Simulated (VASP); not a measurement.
# In (I4/mmm) in VASP: further runs

In is run at these levels: PBEsol; tasks: single point.

All numbers are computed with VASP 6.6.1; they aren't measurements. Logs are shortened: lines on timing, memory, paths and dates and some standing lists are left out, and cuts for length are marked.

**1. The cell of the first run**

It takes space group I4/mmm (No. 139, tetragonal). The conventional cell has a = 3.252 Å, b = 3.252 Å, c = 5.096 Å, α = 90.00°, β = 90.00°, γ = 90.00°. Within 4.3 Å of In (site symmetry 4/mmm) lie 12 In at 3.25 to 3.43 Å.

**2. Single point, PBEsol (strain +0.000 along x and y, +0.030 along z)**

The input, INCAR:

```
  ALGO = Fast
  EDIFF = 1E-7
  ENCUT = 520
  GGA = PS
  ISIF = 2
  ISMEAR = 0
  LASPH = True
  LCHARG = False
  LREAL = False
  LWAVE = False
  NBANDS = 12
  NELM = 80
  PREC = Accurate
  SIGMA = 0.15
```

The input, KPOINTS:

```
k-points
0
Gamma
  20 20 20
```

The input, POSCAR:

```
In
1.0
   -1.6261500000      1.6261500000      2.5481685000
    1.6261500000     -1.6261500000      2.5481685000
    1.6261500000      1.6261500000     -2.5481685000
In
1
Direct
    0.0000000000      0.0000000000      0.0000000000
```

Potentials or basis: VASP PAW PBE potentials, release 64 (In_d).

Launch:

```sh
> cat potpaw_PBE.64/In_d/POTCAR > POTCAR
> mpirun -np 1 vasp_std > vasp.out
```

OUTCAR:

```text
EDIFF = 1E-7
   ENCUT = 520
   GGA = PS
   ISIF = 2
   ISMEAR = 0
   LASPH = True
   LREAL = False
   NELM = 80
   PREC = Accurate

 ion  position               nearest neighbor table
   1  0.000  0.000  0.000-

  LATTYP: Found a body centered tetragonal cell.
 ALAT       =     3.2523000000
 C/A-ratio  =     1.5669947422

  Lattice vectors:

 A1 = (  -1.6261500000,   1.6261500000,   2.5481685000)
 A2 = (   1.6261500000,  -1.6261500000,   2.5481685000)
 A3 = (   1.6261500000,   1.6261500000,  -2.5481685000)

Analysis of symmetry for initial positions (statically):
=====================================================================
 Subroutine PRICEL returns:
 Original cell was already a primitive cell.

 Routine SETGRP: Setting up the symmetry group for a
 body centered tetragonal supercell.

 Subroutine GETGRP returns: Found 16 space group operations
 (whereof 16 operations were pure point group operations)
 out of a pool of 16 trial point group operations.

The static configuration has the point symmetry D_4h.

Analysis of symmetry for dynamics (positions and initial velocities):
=====================================================================
 Subroutine PRICEL returns:
 Original cell was already a primitive cell.

 Routine SETGRP: Setting up the symmetry group for a
 body centered tetragonal supercell.

 Subroutine GETGRP returns: Found 16 space group operations
 (whereof 16 operations were pure point group operations)
 out of a pool of 16 trial point group operations.

The dynamic configuration has the point symmetry D_4h.

 Subroutine INISYM returns: Found 16 space group operations
 (whereof 16 operations are pure point group operations),
 and found     1 'primitive' translations

----------------------------------------------------------------------------------------

                                     Primitive cell

  volume of cell :      26.9531

  direct lattice vectors                    reciprocal lattice vectors
    -1.626150000  1.626150000  2.548168500     0.000000000  0.307474710  0.196219363
     1.626150000 -1.626150000  2.548168500     0.307474710  0.000000000  0.196219363
     1.626150000  1.626150000 -2.548168500     0.307474710  0.307474710  0.000000000

  length of vectors
     3.432475834  3.432475834  3.432475834     0.364750238  0.364750238  0.434834905

  position of ions in fractional coordinates (direct lattice)
     0.000000000  0.000000000  0.000000000

  ion indices of the primitive-cell ions
   primitive index   ion index
                 1           1

----------------------------------------------------------------------------------------

 KPOINTS: k-points

Automatic generation of k-mesh.
 Grid dimensions read from file:
 generate k-points for:   20   20   20

 Generating k-lattice:

  Cartesian coordinates                     Fractional coordinates (reciprocal lattice)
     0.000000000  0.015373736  0.009810968     0.050000000  0.000000000  0.000000000
     0.015373736  0.000000000  0.009810968     0.000000000  0.050000000  0.000000000
     0.015373736  0.015373736  0.000000000     0.000000000  0.000000000  0.050000000

  Length of vectors
     0.018237512  0.018237512  0.021741745

  Shift w.r.t. Gamma in fractional coordinates (k-lattice)
     0.000000000  0.000000000  0.000000000

 Subroutine IBZKPT returns following result:
 ===========================================

 Found    641 irreducible k-points:

 Following reciprocal coordinates:
            Coordinates               Weight
  0.000000  0.000000  0.000000      1.000000
  0.050000  0.000000 -0.000000      8.000000
  0.100000 -0.000000  0.000000      8.000000
  0.150000  0.000000 -0.000000      8.000000
  0.200000 -0.000000  0.000000      8.000000
  0.250000  0.000000 -0.000000      8.000000
[... 16 lines left out ...]
 -0.400000  0.050000  0.000000     16.000000
 -0.350000  0.050000  0.000000     16.000000
 [... further k-points ...]
   k-points           NKPTS =    641   k-points in BZ     NKDIM =    641   number of bands    NBANDS=     12
   number of dos      NEDOS =    301   number of ions     NIONS =      1
   total plane-waves  NPLWV =  21952
   dimension x,y,z NGX =    28 NGY =   28 NGZ =   28
   dimension x,y,z NGXF=    56 NGYF=   56 NGZF=   56
   ions per type =               1
   NGX,Y,Z   is equivalent  to a cutoff of  13.56, 13.56, 13.56 a.u.
   NGXF,Y,Z  is equivalent  to a cutoff of  27.12, 27.12, 27.12 a.u.
 SYSTEM =  unknown system
   PREC   = accura    normal or accurate (medium, high low for compatibility)
   ISTART =      0    job   : 0-new  1-cont  2-samecut
   ICHARG =      2    charge: 1-file 2-atom 10-const
   ISPIN  =      1    spin polarized calculation?
   LNONCOLLINEAR =      F non collinear calculations
   LSORBIT =      F    spin-orbit coupling
   LASPH  =      T    aspherical Exc in radial PAW
   ENCUT  =  520.0 eV  38.22 Ry    6.18 a.u.   6.38  6.38  6.38*2*pi/ulx,y,z
   NELM   =     80;   NELMIN=  2; NELMDL= -5     # of ELM steps
   EDIFF  = 0.1E-06   stopping-criterion for ELM
   LREAL  =      F    real-space projection
   EDIFFG = 0.1E-05   stopping-criterion for IOM
   NSW    =      0    number of steps for IOM
   IBRION =     -1    ionic relax: 0-MD 1-quasi-New 2-CG
   NFREE  =      0    steps in history (QN), initial steepest desc. (CG)
   ISIF   =      2    stress and relaxation
   ISYM   =      2    0-nonsym 1-usesym 2-fastsym
   POTIM  = 0.5000    time-step for ionic-motion
   TEBEG  =    0.0;   TEEND  =   0.0 temperature during run
   PSTRESS=    0.0 pullay stress
   NELECT =      13.0000    total number of electrons
   NUPDOWN=      -1.0000    fix difference up-down
   EMIN   =  10.00;   EMAX   =-10.00  energy-range for DOS
   EFERMI =   0.00;   METHOD = LEGACY
   ISMEAR =     0;   SIGMA  =   0.15  broadening in eV -4-tet -1-fermi 0-gaus
   EFERMI_NEDOS =   21; number of points for ismear=-14 and -15
   IALGO  =     68    algorithm
   IMIX   =      4    mixing-type and parameters
     AMIX     =   0.40;   BMIX     =  1.00
     AMIX_MAG =   1.60;   BMIX_MAG =  1.00
  volume/ion in A,a.u.               =      26.95       181.89
  Fermi-wavevector in a.u.,A,eV,Ry     =   1.283865  2.426154 22.426625  1.648310
  Thomas-Fermi vector in A             =   2.416093
   LORBIT       =      0    0 simple, 1 ext, 2 COOP (PROOUT), +10 PAW based schemes
   GGA     = PS    functional components
   LHFCALC =     F    Hartree Fock is set to
   AEXX    =    0.0000 exact exchange contribution
   IVDW    =     0    specifies the selected vdW correction
   LEPSILON=     F    determine dielectric tensor
   LRPA    =     F    only Hartree local field effects (RPA)
 non-spin polarized calculation
 RMM-DIIS sequential band-by-band and
 Gauss-broadening in eV      SIGMA  =   0.15
  energy-cutoff  :      520.00
  volume of cell :       26.95
 maximum number of plane-waves:       742
 NGX is ok and might be reduce to    28
   NGX = 13   NGY = 13   NGZ = 13

 number of electron      13.0000002 magnetization

 Free energy of the ion-electron system (eV)
  ---------------------------------------------------
  ext. energy  EPLUGINS =         0.00000000
  ---------------------------------------------------
  free energy    TOTEN  =        -2.97690726 eV

  energy without entropy =       -2.97133571  energy(sigma->0) =       -2.97412149

 E-fermi :   6.9998     XC(G=0): -10.2636

 val. band max:        6.9936663287   @ k =  -0.4000  -0.4000   0.1000
 cond. band min:       7.0003180447   @ k =  -0.4000  -0.4000   0.3000
 fundamental gap:      0.0066517160
 Fermi energy:         6.9997765598

 k-point     1 :       0.0000    0.0000    0.0000
  band No.  band energies     occupation
      1      -7.5895      2.00000
      2      -7.4472      2.00000
      3      -7.4472      2.00000
      4      -7.4092      2.00000
      5      -7.2712      2.00000
      6      -2.3399      2.00000
      7      17.2761      0.00000
      8      17.2761      0.00000
      9      17.4530      0.00000
     10      18.5984      0.00000
     11      20.7299      0.00000
     12      20.9308      0.00000

 k-point     2 :       0.0500    0.0000   -0.0000
  band No.  band energies     occupation
      1      -7.5850      2.00000
      2      -7.4480      2.00000
      3      -7.4436      2.00000
      4      -7.4080      2.00000
      5      -7.2731      2.00000
      6      -2.2863      2.00000
      7      16.5968      0.00000
      8      17.2187      0.00000
      9      17.2462      0.00000
     10      18.4352      0.00000
     11      20.8990      0.00000
     12      21.0718      0.00000

 k-point     3 :       0.1000   -0.0000    0.0000
  band No.  band energies     occupation
      1      -7.5731      2.00000
      2      -7.4516      2.00000
      3      -7.4337      2.00000
      4      -7.4021      2.00000
      5      -7.2782      2.00000
      6      -2.1249      2.00000
      7      15.0796      0.00000
      8      16.8323      0.00000
      9      17.0716      0.00000
     10      18.3384      0.00000
     11      20.3987      0.00000
     12      21.4838      0.00000
[... 286 lines left out ...]
 k-point    23 :      -0.4000    0.0500    0.0000
  band No.  band energies     occupation
      1      -7.5412      2.00000
      2      -7.5277      2.00000
      3      -7.4228      2.00000
      4      -7.2481      2.00000
      5      -7.1995      2.00000
      6       0.9720      2.00000
      7       6.1772      2.00000
      8      13.9573      0.00000
      9      16.0225      0.00000
     10      17.8789      0.00000
     11      18.4507      0.00000
     12      20.8155      0.00000

 k-point    24 :      -0.3500    0.0500    0.0000
  band No.  band energies     occupation
      1      -7.5325      2.00000
      2      -7.5193      2.00000
      3      -7.4135      2.00000
      4      -7.2708      2.00000
      5      -7.2320      2.00000
      6       0.1789      2.00000
      7       7.5587      0.00000
      8      14.1876      0.00000
      9      16.1355      0.00000
     10      18.1632      0.00000
     11      18.7555      0.00000
     12      20.7367      0.00000

 [... further k-points ...]
[... 5 lines left out ...]
  --------------------------------------------------------------------------------------
  -------------------------------------------------------------------------------------
  Total       -0.3304859     -0.3304859     -0.3498080      0.0000000      0.0000000      0.0000000
  in kB      -19.6450998    -19.6450998    -20.7936614      0.0000000      0.0000000      0.0000000
  external PRESSURE =     -20.0279536 kB  Pullay stress =       0.0000000 kB

 VOLUME and BASIS-vectors are now :
 -----------------------------------------------------------------------------
  energy-cutoff  :      520.00
  volume of cell :       26.95
      direct lattice vectors                 reciprocal lattice vectors
    -1.626150000  1.626150000  2.548168500     0.000000000  0.307474710  0.196219363
     1.626150000 -1.626150000  2.548168500     0.307474710  0.000000000  0.196219363
     1.626150000  1.626150000 -2.548168500     0.307474710  0.307474710  0.000000000

 POSITION                                       TOTAL-FORCE (eV/Angst)
 -----------------------------------------------------------------------------------
      0.00000      0.00000      0.00000        -0.000000      0.000000      0.000000
 -----------------------------------------------------------------------------------
    total drift:                               -0.000000     -0.000000      0.000000

  FREE ENERGIE OF THE ION-ELECTRON SYSTEM (eV)
  ---------------------------------------------------
  free  energy   TOTEN  =        -2.9769072638 eV

  energy  without entropy=       -2.9713357083  energy(sigma->0) =       -2.97412149
```

It took 2.2 min on 1 thread of Intel Xeon 6975P-C (Granite Rapids), shared host; peak memory 0.31 GiB.

What came out:

* Free energy: -2.9769 eV
* Pressure: -2.0 GPa

Caveat: the cell differs from its parent crystal (strain +0.000 along x and y, +0.030 along z); the PAW data sets were made with another functional, which shifts forces and pressure a little; spin-orbit coupling is left out, which moves the levels of the heavy elements.

**3. Single point, PBEsol (strain +0.015 along x and y, +0.030 along z)**

The input, INCAR:

```
ALGO = Fast
EDIFF = 1E-6
ENCUT = 520
GGA = PS
ISIF = 2
ISMEAR = 0
LASPH = T
LCHARG = T
LELF = T
LREAL = F
LVHAR = T
LWAVE = F
NBANDS = 12
NELM = 80
PREC = Accurate
SIGMA = 0.15
```

KPOINTS is that of step 2.

The input, POSCAR:

```
In
1.0
   -1.6505422500      1.6505422500      2.5481685000
    1.6505422500     -1.6505422500      2.5481685000
    1.6505422500      1.6505422500     -2.5481685000
In
1
Direct
    0.0000000000      0.0000000000      0.0000000000
```

Potentials or basis: VASP PAW PBE potentials, release 64 (In_d).

Launch:

```sh
> cat potpaw_PBE.64/In_d/POTCAR > POTCAR
> mpirun -np 1 vasp_std > vasp.out
```

Wall time 1.7 min (1 thread of Intel Xeon 6975P-C (Granite Rapids), shared host); peak memory 0.32 GiB.

It converged, with:

```
Free energy : -2.9647 eV
Pressure    : -3.1 GPa
```

Stress tensor (GPa, compression positive):
```
-2.98  0.00  0.00
 0.00 -2.98  0.00
 0.00  0.00 -3.19
```

Levels at points of the mesh, in eV from the Fermi level:
```
           k point  band 2  band 3  band 4  band 5  band 6  band 7  band 8  band 9  band 10  band 11
(0.00, 0.00, 0.00)  -14.43  -14.43  -14.37  -14.26   -9.14   10.01   10.01   10.16    11.50    13.48
(0.50, 0.00, 0.00)  -14.50  -14.41  -14.20  -14.16   -4.26   -3.11    7.01    8.85    10.79    11.05
(0.50, 0.50, 0.00)  -14.57  -14.20  -14.19  -14.10   -1.72   -1.71    3.32    3.84     6.68     7.13
(0.50, 0.50, 0.50)  -14.56  -14.18  -14.16  -14.16   -3.14   -2.52    4.71    4.71     8.01     8.09
```

Caveat: the cell differs from its parent crystal (strain +0.015 along x and y, +0.030 along z); the PAW data sets were made with another functional, which shifts forces and pressure a little; spin-orbit coupling is left out, which moves the levels of the heavy elements.
